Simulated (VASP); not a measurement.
A run of VASP 6.6.1:

File POSCAR:

```
GaP
1.0
    0.0000000000      2.8887650000      2.7252500000
    2.7252500000      0.0000000000      2.7252500000
    2.7252500000      2.8887650000      0.0000000000
Ga P
1 1
Direct
    0.0000000000      0.0000000000      0.0000000000
    0.7500000000      0.7500000000      0.7500000000
```

The input INCAR.step1:

```
SYSTEM = GaP
  ALGO = Normal
  EDIFF = 1E-4
  ENCUT = 520
  GGA = PE
  ISMEAR = 0
  LASPH = .TRUE.
  LCHARG = .FALSE.
  LREAL = .FALSE.
  LWAVE = .TRUE.
  NBANDS = 16
  NELM = 80
  PREC = Accurate
  SIGMA = 0.05
```

Contents of INCAR.step2:

```
SYSTEM = GaP
  ALGO = Normal
  EDIFF = 1E-6
  ENCUT = 520
  ISIF = 2
  ISMEAR = 0
  ISTART = 1
  LASPH = .TRUE.
  LCHARG = .TRUE.
  LELF = .TRUE.
  LMIXTAU = .TRUE.
  LREAL = .FALSE.
  LVHAR = .TRUE.
  LWAVE = .FALSE.
  METAGGA = R2SCAN
  NBANDS = 16
  NELM = 80
  PREC = Accurate
  SIGMA = 0.05
```

Contents of KPOINTS:

```
k-points
0
G
  8 8 8
  0 0 0
```

Potentials or basis: VASP PAW PBE potentials, release 64 (Ga_d, P).

Run with:

```sh
$ cat potpaw_PBE.64/Ga_d/POTCAR potpaw_PBE.64/P/POTCAR > POTCAR
$ cp INCAR.step1 INCAR
$ mpirun -np 1 vasp_std > vasp.out
$ cp INCAR.step2 INCAR
$ mpirun -np 1 vasp_std > vasp.out
```

Hardware: 1 thread of Intel Xeon 8259CL (shared host).

Q: Estimate the wall time of this run.

A: Wall time 3.9 min on 1 thread of Intel Xeon 8259CL, on a shared host, peak memory 0.19 GiB. Counts: k points 59.
